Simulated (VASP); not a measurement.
# CdS (P2_1) in VASP: notebook, part 2 of 2

VASP 6.6.1.

## 3. Single point, PBE (strain +0.0450 x Voigt [0, 0, 0, 0, 0, 1])

Contents of INCAR:

```
SYSTEM = CdS
PREC = Accurate
ENCUT = 520
EDIFF = 1E-7
ISMEAR = 0
SIGMA = 0.05
LREAL = .FALSE.
LASPH = .TRUE.
NELM = 80
ALGO = Normal
ISIF = 2
LWAVE = .FALSE.
LCHARG = .TRUE.
GGA = PE
LELF = .TRUE.
LVHAR = .TRUE.
NBANDS = 26
```

Contents of KPOINTS:

```
Automatic mesh
0
G
  12 12 4
  0 0 0
```

Contents of POSCAR:

```
CdS
1.0
    4.1347992034      0.0930329821      0.0000000000
   -1.9868306758      3.5343246587      0.0000000000
    0.0000000000      0.0000000000      6.7490000000
Cd S
2 2
Direct
    0.3333333333      0.6666666667      0.0000000000
    0.6666666667      0.3333333333      0.5000000000
    0.3333333333      0.6666666667      0.3850000000
    0.6666666667      0.3333333333      0.8850000000
```

Potentials or basis: VASP PAW PBE potentials, release 64 (Cd, S).

On the command line:

```
> cat potpaw_PBE.64/Cd/POTCAR potpaw_PBE.64/S/POTCAR > POTCAR
> mpirun -np 1 vasp_std > vasp.out
```

OUTCAR:

```text
SYSTEM = CdS
   PREC = Accurate
   ENCUT = 520
   EDIFF = 1E-7
   ISMEAR = 0
   LREAL = .FALSE.
   LASPH = .TRUE.
   NELM = 80
   ISIF = 2
   GGA = PE

 ion  position               nearest neighbor table
   1  0.333  0.667  0.000-   4 2.47   4 2.51   4 2.55   3 2.60
   2  0.667  0.333  0.500-   3 2.47   3 2.51   3 2.55   4 2.60
   3  0.333  0.667  0.385-   2 2.47   2 2.51   2 2.55   1 2.60
   4  0.667  0.333  0.885-   1 2.47   1 2.51   1 2.55   2 2.60

  Warning from LATTYP: Monoclinic adjustment (A1->A3, A2->A1, A3->A2)!
  LATTYP: Found a simple monoclinic cell.
 ALAT       =     4.0544971239
 B/A-ratio  =     1.6645714114
 C/A-ratio  =     1.0200637874
 COS(beta)  =    -0.4702989566

  Lattice vectors:

 A1 = (  -1.9868306758,   3.5343246587,   0.0000000000)
 A2 = (   0.0000000000,   0.0000000000,   6.7490000000)
 A3 = (   4.1347992034,   0.0930329821,   0.0000000000)

Analysis of symmetry for initial positions (statically):
=====================================================================
 Subroutine PRICEL returns:
 Original cell was already a primitive cell.

 Routine SETGRP: Setting up the symmetry group for a
 simple monoclinic supercell.

 Subroutine GETGRP returns: Found  2 space group operations
 (whereof  1 operations were pure point group operations)
 out of a pool of  4 trial point group operations.

The static configuration has the point symmetry C_1 .
 The point group associated with its full space group is C_2 .

Analysis of symmetry for dynamics (positions and initial velocities):
=====================================================================
 Subroutine PRICEL returns:
 Original cell was already a primitive cell.

 Routine SETGRP: Setting up the symmetry group for a
 simple monoclinic supercell.

 Subroutine GETGRP returns: Found  2 space group operations
 (whereof  1 operations were pure point group operations)
 out of a pool of  4 trial point group operations.

The dynamic configuration has the point symmetry C_1 .
 The point group associated with its full space group is C_2 .

 Subroutine INISYM returns: Found  2 space group operations
 (whereof  1 operations are pure point group operations),
 and found     1 'primitive' translations

----------------------------------------------------------------------------------------

                                     Primitive cell

  volume of cell :      99.8755

  direct lattice vectors                    reciprocal lattice vectors
     4.134799203  0.093032982  0.000000000     0.238828900  0.134258347  0.000000000
    -1.986830676  3.534324659  0.000000000    -0.006286622  0.279405443  0.000000000
     0.000000000  0.000000000  6.749000000     0.000000000  0.000000000  0.148170099

  length of vectors
     4.135845692  4.054497124  6.749000000     0.273979100  0.279476158  0.148170099

  position of ions in fractional coordinates (direct lattice)
     0.333333333  0.666666667  0.000000000
     0.666666667  0.333333333  0.500000000
     0.333333333  0.666666667  0.385000000
     0.666666667  0.333333333  0.885000000

  ion indices of the primitive-cell ions
   primitive index   ion index
                 1           1
                 2           2
                 3           3
                 4           4

----------------------------------------------------------------------------------------

 KPOINTS: Automatic mesh

Automatic generation of k-mesh.
 Grid dimensions read from file:
 generate k-points for:   12   12    4

 Generating k-lattice:

  Cartesian coordinates                     Fractional coordinates (reciprocal lattice)
     0.019902408  0.011188196  0.000000000     0.083333333 -0.000000000  0.000000000
    -0.000523885  0.023283787  0.000000000     0.000000000  0.083333333  0.000000000
     0.000000000  0.000000000  0.037042525     0.000000000  0.000000000  0.250000000

  Length of vectors
     0.022831592  0.023289680  0.037042525

  Shift w.r.t. Gamma in fractional coordinates (k-lattice)
     0.000000000  0.000000000  0.000000000

 Subroutine IBZKPT returns following result:
 ===========================================

 Found    222 irreducible k-points:

 Following reciprocal coordinates:
            Coordinates               Weight
  0.000000  0.000000  0.000000      1.000000
  0.083333  0.000000  0.000000      2.000000
  0.166667  0.000000  0.000000      2.000000
  0.250000  0.000000  0.000000      2.000000
  0.333333 -0.000000  0.000000      2.000000
  0.416667  0.000000  0.000000      2.000000
[... 16 lines left out ...]
  0.250000  0.166667  0.000000      2.000000
  0.333333  0.166667  0.000000      2.000000
 [... further k-points ...]
   k-points           NKPTS =    222   k-points in BZ     NKDIM =    222   number of bands    NBANDS=     26
   number of dos      NEDOS =    301   number of ions     NIONS =      4
   total plane-waves  NPLWV =  48000
   dimension x,y,z NGX =    32 NGY =   30 NGZ =   50
   dimension x,y,z NGXF=    64 NGYF=   60 NGZF=  100
   ions per type =               2   2
   NGX,Y,Z   is equivalent  to a cutoff of  12.86, 12.30, 12.32 a.u.
   NGXF,Y,Z  is equivalent  to a cutoff of  25.73, 24.60, 24.63 a.u.
 SYSTEM =  CdS
   PREC   = accura    normal or accurate (medium, high low for compatibility)
   ISTART =      0    job   : 0-new  1-cont  2-samecut
   ICHARG =      2    charge: 1-file 2-atom 10-const
   ISPIN  =      1    spin polarized calculation?
   LNONCOLLINEAR =      F non collinear calculations
   LSORBIT =      F    spin-orbit coupling
   LASPH  =      T    aspherical Exc in radial PAW
   ENCUT  =  520.0 eV  38.22 Ry    6.18 a.u.   7.69  7.54 12.55*2*pi/ulx,y,z
   NELM   =     80;   NELMIN=  2; NELMDL= -5     # of ELM steps
   EDIFF  = 0.1E-06   stopping-criterion for ELM
   LREAL  =      F    real-space projection
   EDIFFG = 0.1E-05   stopping-criterion for IOM
   NSW    =      0    number of steps for IOM
   IBRION =     -1    ionic relax: 0-MD 1-quasi-New 2-CG
   NFREE  =      0    steps in history (QN), initial steepest desc. (CG)
   ISIF   =      2    stress and relaxation
   ISYM   =      2    0-nonsym 1-usesym 2-fastsym
   POTIM  = 0.5000    time-step for ionic-motion
   TEBEG  =    0.0;   TEEND  =   0.0 temperature during run
   PSTRESS=    0.0 pullay stress
   NELECT =      36.0000    total number of electrons
   NUPDOWN=      -1.0000    fix difference up-down
   EMIN   =  10.00;   EMAX   =-10.00  energy-range for DOS
   EFERMI =   0.00;   METHOD = LEGACY
   ISMEAR =     0;   SIGMA  =   0.05  broadening in eV -4-tet -1-fermi 0-gaus
   EFERMI_NEDOS =   21; number of points for ismear=-14 and -15
   IALGO  =     38    algorithm
   IMIX   =      4    mixing-type and parameters
     AMIX     =   0.40;   BMIX     =  1.00
     AMIX_MAG =   1.60;   BMIX_MAG =  1.00
  volume/ion in A,a.u.               =      24.97       168.50
  Fermi-wavevector in a.u.,A,eV,Ry     =   1.165081  2.201683 18.468725  1.357413
  Thomas-Fermi vector in A             =   2.301611
   LORBIT       =      0    0 simple, 1 ext, 2 COOP (PROOUT), +10 PAW based schemes
   GGA     = PE    functional components
   LHFCALC =     F    Hartree Fock is set to
   AEXX    =    0.0000 exact exchange contribution
   IVDW    =     0    specifies the selected vdW correction
   LEPSILON=     F    determine dielectric tensor
   LRPA    =     F    only Hartree local field effects (RPA)
 non-spin polarized calculation
 Gauss-broadening in eV      SIGMA  =   0.05
  energy-cutoff  :      520.00
  volume of cell :       99.88
 maximum number of plane-waves:      2712
   NGX = 15   NGY = 15   NGZ = 25

 number of electron      35.9999995 magnetization

 Free energy of the ion-electron system (eV)
  ---------------------------------------------------
  ext. energy  EPLUGINS =         0.00000000
  ---------------------------------------------------
  free energy    TOTEN  =       -12.21341609 eV

  energy without entropy =      -12.21341609  energy(sigma->0) =      -12.21341609

 E-fermi :   1.5157     XC(G=0):  -9.1123

 val. band max:        1.3185490841   @ k =   0.0000   0.0000   0.0000
 cond. band min:       2.4732085228   @ k =   0.0000   0.0000   0.0000
 fundamental gap:      1.1546594387
 Fermi energy:         1.5157328681

 k-point     1 :       0.0000    0.0000    0.0000
  band No.  band energies     occupation
      1     -11.0857      2.00000
      2     -10.6752      2.00000
      3      -6.4658      2.00000
      4      -6.4431      2.00000
      5      -6.4102      2.00000
      6      -6.3851      2.00000
[... 18 lines left out ...]
     25       8.9256      0.00000
     26       9.0425      0.00000
[... 644 lines left out ...]
      4      -6.2952      2.00000
      5      -6.1910      2.00000
      6      -6.1110      2.00000
[... 18 lines left out ...]
     25       9.8382      0.00000
     26      10.3441      0.00000

 [... further k-points ...]
[... 5 lines left out ...]
  --------------------------------------------------------------------------------------
  -------------------------------------------------------------------------------------
  Total        2.4242863      2.3522265      0.8548432     -1.2264725      0.0000000      0.0000000
  in kB       38.8897816     37.7338155     13.7131758    -19.6747589      0.0000000      0.0000000
  external PRESSURE =      30.1122576 kB  Pullay stress =       0.0000000 kB

 VOLUME and BASIS-vectors are now :
 -----------------------------------------------------------------------------
  energy-cutoff  :      520.00
  volume of cell :       99.88
      direct lattice vectors                 reciprocal lattice vectors
     4.134799203  0.093032982  0.000000000     0.238828900  0.134258347  0.000000000
    -1.986830676  3.534324659  0.000000000    -0.006286622  0.279405443  0.000000000
     0.000000000  0.000000000  6.749000000     0.000000000  0.000000000  0.148170099

 POSITION                                       TOTAL-FORCE (eV/Angst)
 -----------------------------------------------------------------------------------
      0.05371      2.38723      0.00000        -0.305381      0.019343      0.287136
      2.09426      1.24013      3.37450         0.305381     -0.019343      0.287136
      0.05371      2.38723      2.59836        -0.358904      0.019738     -0.287136
      2.09426      1.24013      5.97286         0.358904     -0.019738     -0.287136
 -----------------------------------------------------------------------------------
    total drift:                                0.000000     -0.000000     -0.000453

  FREE ENERGIE OF THE ION-ELECTRON SYSTEM (eV)
  ---------------------------------------------------
  free  energy   TOTEN  =       -12.2134160893 eV

  energy  without entropy=      -12.2134160893  energy(sigma->0) =      -12.21341609
```

OSZICAR:

```text
N       E                     dE             d eps       ncg     rms          rms(c)
DAV:   1     0.247961465155E+03    0.24796E+03   -0.17591E+04 11544   0.127E+03
DAV:   2     0.387066714224E+00   -0.24757E+03   -0.23889E+03 12522   0.319E+02
DAV:   3    -0.131660163183E+02   -0.13553E+02   -0.13472E+02 14134   0.748E+01
DAV:   4    -0.133054214943E+02   -0.13941E+00   -0.13928E+00 13008   0.731E+00
DAV:   5    -0.133075837288E+02   -0.21622E-02   -0.21621E-02 13870   0.912E-01    0.114E+01
DAV:   6    -0.122367082750E+02    0.10709E+01   -0.19101E+00 15364   0.143E+01    0.900E+00
DAV:   7    -0.122180066544E+02    0.18702E-01   -0.75654E-01 12116   0.464E+00    0.397E+00
DAV:   8    -0.122143101852E+02    0.36965E-02   -0.92939E-02 12548   0.303E+00    0.564E-01
DAV:   9    -0.122130966585E+02    0.12135E-02   -0.15322E-02 12708   0.155E+00    0.163E-01
DAV:  10    -0.122132570759E+02   -0.16042E-03   -0.12759E-03 12396   0.372E-01    0.113E-01
DAV:  11    -0.122134002922E+02   -0.14322E-03   -0.28334E-04 12782   0.117E-01    0.822E-02
DAV:  12    -0.122134107441E+02   -0.10452E-04   -0.14956E-04 12144   0.913E-02    0.177E-02
DAV:  13    -0.122134154929E+02   -0.47488E-05   -0.17337E-05 13258   0.256E-02    0.565E-03
DAV:  14    -0.122134162513E+02   -0.75843E-06   -0.23559E-06 12074   0.134E-02    0.659E-03
DAV:  15    -0.122134160538E+02    0.19750E-06   -0.40284E-07 13686   0.448E-03    0.260E-03
DAV:  16    -0.122134160893E+02   -0.35422E-07   -0.18820E-08  8040   0.746E-04
   1 F= -.12213416E+02 E0= -.12213416E+02  d E =-.862222E-11
```

stdout:

```text
POSCAR found type information on POSCAR CdS
 POSCAR found :  2 types and       4 ions
 scaLAPACK will be used
 LDA part: xc-table for (Slater+PW92), standard interpolation
 POSCAR, INCAR and KPOINTS ok, starting setup
 FFT: planning ... GRIDC
 FFT: planning ... GRID_SOFT
 FFT: planning ... GRID
 WAVECAR not read
 entering main loop
```

It took 4.8 min on 1 thread of AMD EPYC 9R45 (Zen 5), shared host; peak memory 0.52 GiB.

Results:

* Free energy: -12.2134 eV
* Pressure: 3.0 GPa
* Largest force: 0.460 eV/Å
* Band gap on the k mesh: 1.15 eV, direct

Forces on the atoms (eV/Å):
```
Cd  -0.305  0.019  0.287
Cd   0.305 -0.019  0.287
S   -0.359  0.020 -0.287
S    0.359 -0.020 -0.287
```

Levels at points of the mesh, in eV from the valence-band top:
| k point | band 16 | band 17 | band 18 | band 19 | band 20 | band 21 |
| --- | --- | --- | --- | --- | --- | --- |
| (0.00, 0.00, 0.00) | -0.14 | -0.11 | 0.00 | 1.15 | 2.65 | 6.25 |
| (0.50, 0.00, 0.00) | -1.76 | -1.25 | -0.76 | 3.75 | 4.05 | 5.05 |
| (0.00, 0.50, 0.00) | -1.92 | -1.27 | -0.89 | 3.66 | 3.81 | 5.05 |
| (0.50, 0.50, 0.00) | -2.08 | -1.30 | -1.03 | 3.54 | 3.57 | 5.08 |
| (0.00, 0.00, 0.50) | -0.49 | -0.36 | -0.36 | 2.75 | 2.75 | 6.06 |
| (0.50, 0.00, 0.50) | -1.37 | -1.28 | -1.28 | 3.54 | 3.54 | 5.30 |
| (0.00, 0.50, 0.50) | -1.44 | -1.33 | -1.33 | 3.45 | 3.45 | 5.24 |
| (0.50, 0.50, 0.50) | -1.58 | -1.31 | -1.31 | 3.34 | 3.34 | 5.20 |

Caveat: the cell differs from its parent crystal (strain +0.0450 x Voigt [0, 0, 0, 0, 0, 1]). A k mesh can miss the band edges.
